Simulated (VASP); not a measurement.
# Pd in VASP: density of states with PBE

Aim: the density of states of Pd with PBE.

Program: VASP 6.6.1. These are calculated values, not measurements. Logs are shortened: lines on timing, memory, paths and dates and some standing lists are left out, and cuts for length are marked.

## Step 1: The cell of the first run

The cell holds a slab with vacuum, 1 atom: a = 2.789 Å, b = 2.789 Å, c = 16.000 Å, α = 90.00°, β = 90.00°, γ = 90.00°.

## Step 2: Density of states, PBE

POSCAR

```
Pd
1.0
    2.7888697466      0.0000000000      0.0000000000
    0.0000000000      2.7888697466      0.0000000000
    0.0000000000      0.0000000000     16.0000000000
Pd
1
Direct
    0.0000000000      0.0000000000      0.5000000000
```

INCAR.step1

```
PREC = Accurate
ENCUT = 520
EDIFF = 1E-6
ISMEAR = -1
SIGMA = 0.05
LREAL = F
LASPH = T
NELM = 80
ALGO = Normal
ISIF = 2
LWAVE = F
LCHARG = T
LMAXMIX = 4
LDIPOL = T
IDIPOL = 3
DIPOL = 0.5 0.5 0.500
GGA = PE
NBANDS = 11
```

KPOINTS.step1

```
Automatic mesh
0
Gamma
  12 12 1
```

INCAR.step2

```
PREC = Accurate
ENCUT = 520
EDIFF = 1E-6
ISMEAR = -5
SIGMA = 0.05
LREAL = F
LASPH = T
NELM = 80
ALGO = Normal
ISIF = 2
LWAVE = F
LCHARG = F
LMAXMIX = 4
LDIPOL = T
IDIPOL = 3
DIPOL = 0.5 0.5 0.500
GGA = PE
LORBIT = 11
NEDOS = 1001
ICHARG = 11
```

KPOINTS.step2

```
Automatic mesh
0
Gamma
  18 18 1
```

Potentials or basis: VASP PAW PBE potentials, release 64 (Pd).

Started as:

```
cat potpaw_PBE.64/Pd/POTCAR > POTCAR
cp INCAR.step1 INCAR
cp KPOINTS.step1 KPOINTS
mpirun -np 1 vasp_std > vasp.out
cp INCAR.step2 INCAR
cp KPOINTS.step2 KPOINTS
mpirun -np 1 vasp_std > vasp.out
```

OUTCAR:

```text
PREC = Accurate
   ENCUT = 520
   EDIFF = 1E-6
   ISMEAR = -5
   LREAL = F
   LASPH = T
   NELM = 80
   ISIF = 2
   GGA = PE
   LORBIT = 11
   ICHARG = 11

 ion  position               nearest neighbor table
   1  0.000  0.000  0.500-

  LATTYP: Found a simple tetragonal cell.
 ALAT       =     2.7888697466
 C/A-ratio  =     5.7370911709

  Lattice vectors:

 A1 = (   2.7888697466,   0.0000000000,   0.0000000000)
 A2 = (   0.0000000000,   2.7888697466,   0.0000000000)
 A3 = (   0.0000000000,   0.0000000000,  16.0000000000)

Analysis of symmetry for initial positions (statically):
=====================================================================
 Subroutine PRICEL returns:
 Original cell was already a primitive cell.

 Routine SETGRP: Setting up the symmetry group for a
 simple tetragonal supercell.

 Subroutine GETGRP returns: Found 16 space group operations
 (whereof 16 operations were pure point group operations)
 out of a pool of 16 trial point group operations.

The static configuration has the point symmetry D_4h.

Analysis of symmetry for dynamics (positions and initial velocities):
=====================================================================
 Subroutine PRICEL returns:
 Original cell was already a primitive cell.

 Routine SETGRP: Setting up the symmetry group for a
 simple tetragonal supercell.

 Subroutine GETGRP returns: Found 16 space group operations
 (whereof 16 operations were pure point group operations)
 out of a pool of 16 trial point group operations.

The dynamic configuration has the point symmetry D_4h.

 Subroutine INISYM returns: Found 16 space group operations
 (whereof 16 operations are pure point group operations),
 and found     1 'primitive' translations

----------------------------------------------------------------------------------------

                                     Primitive cell

  volume of cell :     124.4447

  direct lattice vectors                    reciprocal lattice vectors
     2.788869747  0.000000000  0.000000000     0.358568198  0.000000000  0.000000000
     0.000000000  2.788869747  0.000000000     0.000000000  0.358568198  0.000000000
     0.000000000  0.000000000 16.000000000     0.000000000  0.000000000  0.062500000

  length of vectors
[... 92 lines left out ...]
   PSTRESS=    0.0 pullay stress
   NELECT =      10.0000    total number of electrons
   NUPDOWN=      -1.0000    fix difference up-down
   EMIN   =  10.00;   EMAX   =-10.00  energy-range for DOS
   EFERMI =   0.00;   METHOD = LEGACY
   ISMEAR =    -5;   SIGMA  =   0.05  broadening in eV -4-tet -1-fermi 0-gaus
   EFERMI_NEDOS =   21; number of points for ismear=-14 and -15
   IALGO  =     38    algorithm
   IMIX   =      4    mixing-type and parameters
     AMIX     =   0.40;   BMIX     =  1.00
     AMIX_MAG =   1.60;   BMIX_MAG =  1.00
  volume/ion in A,a.u.               =     124.44       839.79
  Fermi-wavevector in a.u.,A,eV,Ry     =   0.706452  1.335001  6.790321  0.499074
  Thomas-Fermi vector in A             =   1.792236
   LORBIT       =     11    0 simple, 1 ext, 2 COOP (PROOUT), +10 PAW based schemes
   GGA     = PE    functional components
   LHFCALC =     F    Hartree Fock is set to
   AEXX    =    0.0000 exact exchange contribution
   IVDW    =     0    specifies the selected vdW correction
   LEPSILON=     F    determine dielectric tensor
   LRPA    =     F    only Hartree local field effects (RPA)
 non-spin polarized calculation
 Fermi weights with tetrahedron method with Bloechl corrections
  energy-cutoff  :      520.00
  volume of cell :      124.44
 maximum number of plane-waves:      3381
 NGX is ok and might be reduce to    24

 number of electron      10.0000000 magnetization

 dipolmoment           0.000000      0.000000     -0.000000 electrons x Angstroem

 Free energy of the ion-electron system (eV)
  ---------------------------------------------------
  ext. energy  EPLUGINS =         0.00000000
  ---------------------------------------------------
  free energy    TOTEN  =        -3.57894390 eV

  energy without entropy =       -3.57894390  energy(sigma->0) =       -3.57894390

 E-fermi :  -3.8494     XC(G=0):  -2.7114

 val. band max:       -3.8511897620   @ k =   0.2778   0.0000   0.0000
 cond. band min:      -3.8481796634   @ k =   0.4444   0.0556   0.0000
 fundamental gap:      0.0030100986
 Fermi energy:        -3.8493897625

 k-point     1 :       0.0000    0.0000    0.0000
  band No.  band energies     occupation
      1      -7.1742      2.00000
      2      -6.8258      2.00000
      3      -4.7180      2.00000
      4      -3.9406      2.00000
      5      -3.9406      2.00000
      6      -3.6475      0.00000
      7      -1.2927      0.00000
      8       1.5420      0.00000
      9       2.3555      0.00000
[... 265 lines left out ...]
 k-point    24 :       0.3333    0.1111    0.0000
  band No.  band energies     occupation
      1      -6.2038      2.00000
      2      -5.3316      2.00000
      3      -4.9014      2.00000
      4      -4.4463      2.00000
      5      -4.0481      2.00000
      6      -3.1224     -0.03046
      7       1.7381      0.00000
      8       3.8508      0.00000
      9       4.8333      0.00000

 [... further k-points ...]

------------------------ aborting loop because EDIFF is reached ----------------------------------------

 vacuum level on the upper side and lower side of the slab       (xc-potential included)        -0.058        -0.058

  FORCE on cell =-STRESS in cart. coord.  units (eV):
  Direction    XX          YY          ZZ          XY          YZ          ZX
  --------------------------------------------------------------------------------------
  -------------------------------------------------------------------------------------
  Total       -2.5271423     -2.5271423     -0.3019385      0.0000000      0.0000000      0.0000000
  in kB      -32.5359761    -32.5359761     -3.8873406      0.0000000      0.0000000      0.0000000
  external PRESSURE =     -22.9864309 kB  Pullay stress =       0.0000000 kB

 VOLUME and BASIS-vectors are now :
 -----------------------------------------------------------------------------
  energy-cutoff  :      520.00
  volume of cell :      124.44
      direct lattice vectors                 reciprocal lattice vectors
     2.788869747  0.000000000  0.000000000     0.358568198  0.000000000  0.000000000
     0.000000000  2.788869747  0.000000000     0.000000000  0.358568198  0.000000000
     0.000000000  0.000000000 16.000000000     0.000000000  0.000000000  0.062500000

 POSITION                                       TOTAL-FORCE (eV/Angst)
 -----------------------------------------------------------------------------------
      0.00000      0.00000      8.00000         0.000000      0.000000      0.000000
 -----------------------------------------------------------------------------------
    total drift:                               -0.000000      0.000000     -0.000000

  FREE ENERGIE OF THE ION-ELECTRON SYSTEM (eV)
  ---------------------------------------------------
  free  energy   TOTEN  =        -3.5789438971 eV

  energy  without entropy=       -3.5789438971  energy(sigma->0) =       -3.57894390

 vacuum level on the upper side and lower side of the slab         1.778         1.778

 total charge

# of ion       s       p       d       tot
------------------------------------------
    1        0.365   0.129   8.549   9.043
```

OSZICAR.step1:

```text
N       E                     dE             d eps       ncg     rms          rms(c)
DAV:   1     0.526296575480E+02    0.52630E+02   -0.34979E+03   616   0.654E+02
DAV:   2    -0.117457243898E+01   -0.53804E+02   -0.48926E+02   806   0.124E+02
DAV:   3    -0.362601861918E+01   -0.24514E+01   -0.23338E+01   725   0.298E+01
[... 11 lines left out ...]
DAV:  15    -0.359437991880E+01   -0.76523E-04   -0.74992E-06   637   0.816E-03    0.984E-04
DAV:  16    -0.359440305784E+01   -0.23139E-04   -0.21486E-06   656   0.382E-03    0.349E-04
DAV:  17    -0.359440738954E+01   -0.43317E-05   -0.28687E-07   653   0.146E-03    0.128E-04
DAV:  18    -0.359440922457E+01   -0.18350E-05   -0.13868E-07   635   0.835E-04    0.282E-05
DAV:  19    -0.359440928957E+01   -0.65002E-07   -0.71992E-10   659   0.788E-05
   1 F= -.35944093E+01 E0= -.35799303E+01  d E =-.289580E-01
```

Run time: 57 s. Hardware: 1 thread of Intel Xeon Platinum 8375C at 2.90GHz (Ice Lake), shared host; peak memory 0.25 GiB.

Results:

| Property | Result |
| --- | --- |
| Valence electrons inside the program's atomic spheres | Pd 9.04 |

Levels at points of the mesh, in eV from the Fermi level:
```
           k point  band 2  band 3  band 4  band 5  band 6  band 7  band 8  band 9
(0.00, 0.00, 0.00)   -2.98   -0.87   -0.09   -0.09    0.20    2.56    5.39    6.20
(0.50, 0.00, 0.00)   -1.86   -0.85   -0.32    0.06    2.77    5.01    7.09    9.26
(0.50, 0.50, 0.00)   -1.41   -1.41   -0.10    1.03    7.24    7.24   10.71   11.79
```

Caveat: tetrahedron occupations give inexact forces and stress in metals.
